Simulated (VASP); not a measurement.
# AgO (F-43m) in VASP: notebook, part 3 of 3

VASP 6.6.1.

### 6 Single point, PBEsol

This run uses another cell than the first one, of 14.66 Å³/atom, 1.105 times its volume.

The input, INCAR:

```
PREC = Accurate
ENCUT = 520
EDIFF = 1E-6
ISMEAR = 1
SIGMA = 0.15
LREAL = F
LASPH = T
NELM = 100
ALGO = Normal
ISIF = 2
LWAVE = F
LCHARG = F
GGA = PS
NBANDS = 16
```

The input, KPOINTS:

```
regular mesh
0
Gamma
  8 8 8
```

The input, POSCAR:

```
AgO
1.0
    0.0000000000      2.4474824272      2.4474824272
    2.4474824272      0.0000000000      2.4474824272
    2.4474824272      2.4474824272      0.0000000000
Ag O
1 1
Direct
    0.0000000000      0.0000000000      0.0000000000
    0.2500000000      0.2500000000      0.2500000000
```

Potentials or basis: VASP PAW PBE potentials, release 64 (Ag, O).

Started as:

```bash
> cat potpaw_PBE.64/Ag/POTCAR potpaw_PBE.64/O/POTCAR > POTCAR
> mpirun -np 1 vasp_std > vasp.out
```

OUTCAR:

```text
PREC = Accurate
   ENCUT = 520
   EDIFF = 1E-6
   ISMEAR = 1
   LREAL = F
   LASPH = T
   NELM = 100
   ISIF = 2
   GGA = PS

 ion  position               nearest neighbor table
   1  0.000  0.000  0.000-   2 2.12   2 2.12   2 2.12   2 2.12
   2  0.250  0.250  0.250-   1 2.12   1 2.12   1 2.12   1 2.12

  LATTYP: Found a face centered cubic cell.
 ALAT       =     4.8949648544

  Lattice vectors:

 A1 = (   0.0000000000,   2.4474824272,   2.4474824272)
 A2 = (   2.4474824272,   0.0000000000,   2.4474824272)
 A3 = (   2.4474824272,   2.4474824272,   0.0000000000)

Analysis of symmetry for initial positions (statically):
=====================================================================
 Subroutine PRICEL returns:
 Original cell was already a primitive cell.

 Routine SETGRP: Setting up the symmetry group for a
 face centered cubic supercell.

 Subroutine GETGRP returns: Found 24 space group operations
 (whereof 24 operations were pure point group operations)
 out of a pool of 48 trial point group operations.

The static configuration has the point symmetry T_d .

Analysis of symmetry for dynamics (positions and initial velocities):
=====================================================================
 Subroutine PRICEL returns:
 Original cell was already a primitive cell.

 Routine SETGRP: Setting up the symmetry group for a
 face centered cubic supercell.

 Subroutine GETGRP returns: Found 24 space group operations
 (whereof 24 operations were pure point group operations)
 out of a pool of 48 trial point group operations.

The dynamic configuration has the point symmetry T_d .

 Subroutine INISYM returns: Found 24 space group operations
 (whereof 24 operations are pure point group operations),
 and found     1 'primitive' translations

----------------------------------------------------------------------------------------

                                     Primitive cell

  volume of cell :      29.3217

  direct lattice vectors                    reciprocal lattice vectors
     0.000000000  2.447482427  2.447482427    -0.204291559  0.204291559  0.204291559
     2.447482427  0.000000000  2.447482427     0.204291559 -0.204291559  0.204291559
     2.447482427  2.447482427  0.000000000     0.204291559  0.204291559 -0.204291559

  length of vectors
     3.461262842  3.461262842  3.461262842     0.353843359  0.353843359  0.353843359

  position of ions in fractional coordinates (direct lattice)
     0.000000000  0.000000000  0.000000000
     0.250000000  0.250000000  0.250000000

  ion indices of the primitive-cell ions
   primitive index   ion index
                 1           1
                 2           2

----------------------------------------------------------------------------------------

 KPOINTS: regular mesh

Automatic generation of k-mesh.
 Grid dimensions read from file:
 generate k-points for:    8    8    8

 Generating k-lattice:

  Cartesian coordinates                     Fractional coordinates (reciprocal lattice)
    -0.025536445  0.025536445  0.025536445     0.125000000  0.000000000  0.000000000
     0.025536445 -0.025536445  0.025536445     0.000000000  0.125000000  0.000000000
     0.025536445  0.025536445 -0.025536445     0.000000000  0.000000000  0.125000000

  Length of vectors
     0.044230420  0.044230420  0.044230420

  Shift w.r.t. Gamma in fractional coordinates (k-lattice)
     0.000000000  0.000000000  0.000000000

 Subroutine IBZKPT returns following result:
 ===========================================

 Found     29 irreducible k-points:

 Following reciprocal coordinates:
            Coordinates               Weight
  0.000000  0.000000  0.000000      1.000000
  0.125000  0.000000  0.000000      8.000000
  0.250000  0.000000  0.000000      8.000000
  0.375000  0.000000  0.000000      8.000000
  0.500000  0.000000  0.000000      4.000000
  0.125000  0.125000  0.000000      6.000000
[... 16 lines left out ...]
  0.500000  0.250000  0.125000     48.000000
 -0.375000  0.250000  0.125000     24.000000
 [... further k-points ...]
   k-points           NKPTS =     29   k-points in BZ     NKDIM =     29   number of bands    NBANDS=     16
   number of dos      NEDOS =    301   number of ions     NIONS =      2
   total plane-waves  NPLWV =  21952
   dimension x,y,z NGX =    28 NGY =   28 NGZ =   28
   dimension x,y,z NGXF=    56 NGYF=   56 NGZF=   56
   ions per type =               1   1
   NGX,Y,Z   is equivalent  to a cutoff of  13.45, 13.45, 13.45 a.u.
   NGXF,Y,Z  is equivalent  to a cutoff of  26.90, 26.90, 26.90 a.u.
 SYSTEM =  unknown system
   PREC   = accura    normal or accurate (medium, high low for compatibility)
   ISTART =      0    job   : 0-new  1-cont  2-samecut
   ICHARG =      2    charge: 1-file 2-atom 10-const
   ISPIN  =      1    spin polarized calculation?
   LNONCOLLINEAR =      F non collinear calculations
   LSORBIT =      F    spin-orbit coupling
   LASPH  =      T    aspherical Exc in radial PAW
   ENCUT  =  520.0 eV  38.22 Ry    6.18 a.u.   6.44  6.44  6.44*2*pi/ulx,y,z
   NELM   =    100;   NELMIN=  2; NELMDL= -5     # of ELM steps
   EDIFF  = 0.1E-05   stopping-criterion for ELM
   LREAL  =      F    real-space projection
   EDIFFG = 0.1E-04   stopping-criterion for IOM
   NSW    =      0    number of steps for IOM
   IBRION =     -1    ionic relax: 0-MD 1-quasi-New 2-CG
   NFREE  =      0    steps in history (QN), initial steepest desc. (CG)
   ISIF   =      2    stress and relaxation
   ISYM   =      2    0-nonsym 1-usesym 2-fastsym
   POTIM  = 0.5000    time-step for ionic-motion
   TEBEG  =    0.0;   TEEND  =   0.0 temperature during run
   PSTRESS=    0.0 pullay stress
   NELECT =      17.0000    total number of electrons
   NUPDOWN=      -1.0000    fix difference up-down
   EMIN   =  10.00;   EMAX   =-10.00  energy-range for DOS
   EFERMI =   0.00;   METHOD = LEGACY
   ISMEAR =     1;   SIGMA  =   0.15  broadening in eV -4-tet -1-fermi 0-gaus
   EFERMI_NEDOS =   21; number of points for ismear=-14 and -15
   IALGO  =     38    algorithm
   IMIX   =      4    mixing-type and parameters
     AMIX     =   0.40;   BMIX     =  1.00
     AMIX_MAG =   1.60;   BMIX_MAG =  1.00
  volume/ion in A,a.u.               =      14.66        98.94
  Fermi-wavevector in a.u.,A,eV,Ry     =   1.365091  2.579648 25.354090  1.863473
  Thomas-Fermi vector in A             =   2.491350
   LORBIT       =      0    0 simple, 1 ext, 2 COOP (PROOUT), +10 PAW based schemes
   GGA     = PS    functional components
   LHFCALC =     F    Hartree Fock is set to
   AEXX    =    0.0000 exact exchange contribution
   IVDW    =     0    specifies the selected vdW correction
   LEPSILON=     F    determine dielectric tensor
   LRPA    =     F    only Hartree local field effects (RPA)
 non-spin polarized calculation
 Methfessel and Paxton  Order N= 1 SIGMA  =   0.15
  energy-cutoff  :      520.00
  volume of cell :       29.32
 maximum number of plane-waves:       817
 NGX is ok and might be reduce to    28
   NGX = 13   NGY = 13   NGZ = 13

 number of electron      17.0000005 magnetization

 Free energy of the ion-electron system (eV)
  ---------------------------------------------------
  ext. energy  EPLUGINS =         0.00000000
  ---------------------------------------------------
  free energy    TOTEN  =        -8.06886326 eV

  energy without entropy =       -8.06684457  energy(sigma->0) =       -8.06819037

 E-fermi :   4.1831     XC(G=0): -11.0128

 val. band max:        4.1712819997   @ k =   0.1250   0.0000   0.0000
 cond. band min:       4.2309604552   @ k =  -0.3750   0.1250   0.0000
 fundamental gap:      0.0596784556
 Fermi energy:         4.1830981663

 k-point     1 :       0.0000    0.0000    0.0000
  band No.  band energies     occupation
      1     -13.8403      2.00000
      2      -1.5162      2.00000
      3      -1.5162      2.00000
      4      -1.5162      2.00000
      5       1.0755      2.00000
      6       1.0755      2.00000
[... 8 lines left out ...]
     15      23.4502      0.00000
     16      23.4502      0.00000

 k-point     2 :       0.1250    0.0000    0.0000
  band No.  band energies     occupation
      1     -13.7913      2.00000
      2      -1.5508      2.00000
      3      -1.4470      2.00000
      4      -1.4470      2.00000
      5       1.0579      2.00000
      6       1.0579      2.00000
[... 8 lines left out ...]
     15      22.9820      0.00000
     16      22.9820      0.00000
[... 387 lines left out ...]
      5       1.0078      2.00000
      6       1.2699      2.00000
[... 8 lines left out ...]
     15      23.7654      0.00000
     16      25.8858      0.00000

 k-point    24 :      -0.3750    0.2500    0.1250
  band No.  band energies     occupation
      1     -13.4599      2.00000
      2      -1.2017      2.00000
      3      -0.9207      2.00000
      4      -0.4116      2.00000
      5       0.9907      2.00000
      6       1.2858      2.00000
[... 8 lines left out ...]
     15      23.6729      0.00000
     16      26.3321      0.00000

 [... further k-points ...]
[... 5 lines left out ...]
  --------------------------------------------------------------------------------------
  -------------------------------------------------------------------------------------
  Total        0.6677528      0.6677528      0.6677528      0.0000000     -0.0000000      0.0000000
  in kB       36.4869499     36.4869499     36.4869499      0.0000000     -0.0000000      0.0000000
  external PRESSURE =      36.4869499 kB  Pullay stress =       0.0000000 kB

 VOLUME and BASIS-vectors are now :
 -----------------------------------------------------------------------------
  energy-cutoff  :      520.00
  volume of cell :       29.32
      direct lattice vectors                 reciprocal lattice vectors
     0.000000000  2.447482427  2.447482427    -0.204291559  0.204291559  0.204291559
     2.447482427  0.000000000  2.447482427     0.204291559 -0.204291559  0.204291559
     2.447482427  2.447482427  0.000000000     0.204291559  0.204291559 -0.204291559

 POSITION                                       TOTAL-FORCE (eV/Angst)
 -----------------------------------------------------------------------------------
      0.00000      0.00000      0.00000        -0.000000     -0.000000     -0.000000
      1.22374      1.22374      1.22374         0.000000      0.000000      0.000000
 -----------------------------------------------------------------------------------
    total drift:                                0.000000      0.000000      0.000000

  FREE ENERGIE OF THE ION-ELECTRON SYSTEM (eV)
  ---------------------------------------------------
  free  energy   TOTEN  =        -8.0688632634 eV

  energy  without entropy=       -8.0668445697  energy(sigma->0) =       -8.06819037
```

Run time: 28 s. Hardware: 1 thread of Intel Xeon 8259CL, shared host; peak memory 0.16 GiB.

What came out:

* Free energy: -8.0689 eV
* Pressure: 3.6 GPa

Caveat: the PAW data sets were made with another functional, which shifts forces and pressure a little; an odd number of electrons without spin polarisation forces a metal; a magnetic or distorted state may lie lower.

### 7 Overview

```csv
cell,gap on the mesh (eV),pressure (GPa)
"a = 3.348 Å, angles 60.0°, 2 atoms",none,19.9
"a = 3.377 Å, angles 60.0°, 2 atoms",none,15.0
"a = 3.405 Å, angles 60.0°, 2 atoms",none,10.6
"a = 3.434 Å, angles 60.0°, 2 atoms",none,6.9
"a = 3.461 Å, angles 60.0°, 2 atoms",none,3.6
```

Alike in all rows: task single point; level PBEsol; potentials or basis VASP PAW PBE potentials, release 64 (Ag, O); no spin polarisation; k mesh 8 × 8 × 8; cutoff (eV) 520; smearing methfessel-paxton 0.15 eV.

Caveats: the PAW data sets were made with another functional, which shifts forces and pressure a little; an odd number of electrons without spin polarisation forces a metal; a magnetic or distorted state may lie lower.

Absolute energies hang on the potentials; compare differences alone.
